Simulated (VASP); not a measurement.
Wanted: the native input for a VASP 6.6.1 run.

* Task: single point
* Functional: PBEsol
* Potentials or basis: VASP PAW PBE potentials, release 64 (Cu, Al)
* Cutoff: 520 eV
* k mesh: 7 × 7 × 7
* Occupations: fermi-dirac, width 0.05 eV
* Spin: no spin polarisation
* Dipole correction: no
* Further INCAR settings: ALGO = Normal; EDIFF = 1e-07; NBANDS = 26

The structure of AlCu3 lies in POSCAR:

```
AlCu3
1.0
    3.6852423784      0.0000000000      0.0000000000
    0.0000000000      3.6852423784      0.0000000000
    0.0000000000      0.0000000000      3.6852423784
Cu Al
3 1
Direct
    0.0000000000      0.5000000000      0.5000000000
    0.5000000000      0.0000000000      0.5000000000
    0.5000000000      0.5000000000      0.0000000000
    0.0000000000      0.0000000000      0.0000000000
```

One way to write it, as run:

INCAR

```
SYSTEM = AlCu3
PREC = Accurate
ENCUT = 520
EDIFF = 1E-7
ISMEAR = -1
SIGMA = 0.05
LREAL = .False.
LASPH = .True.
NELM = 60
ALGO = Normal
ISIF = 2
LWAVE = .False.
LCHARG = .False.
GGA = PS
NBANDS = 26
```

KPOINTS

```
regular mesh
0
Gamma
  7 7 7
  0 0 0
```

Potentials or basis: VASP PAW PBE potentials, release 64 (Cu, Al).

Command:

```console
$ cat potpaw_PBE.64/Cu/POTCAR potpaw_PBE.64/Al/POTCAR > POTCAR
$ mpirun -np 1 vasp_std > vasp.out
```

Results of the run:

The pressure is -5.6 GPa. The band gap on the k mesh is zero (bands 18 and 19 overlap by 4.42 eV).

Caveat: the cell stands under tension; the PAW data sets were made with another functional, which shifts forces and pressure a little.

It took 45 s on 1 thread of Intel Xeon 8259CL (shared host), peak memory 0.16 GiB.
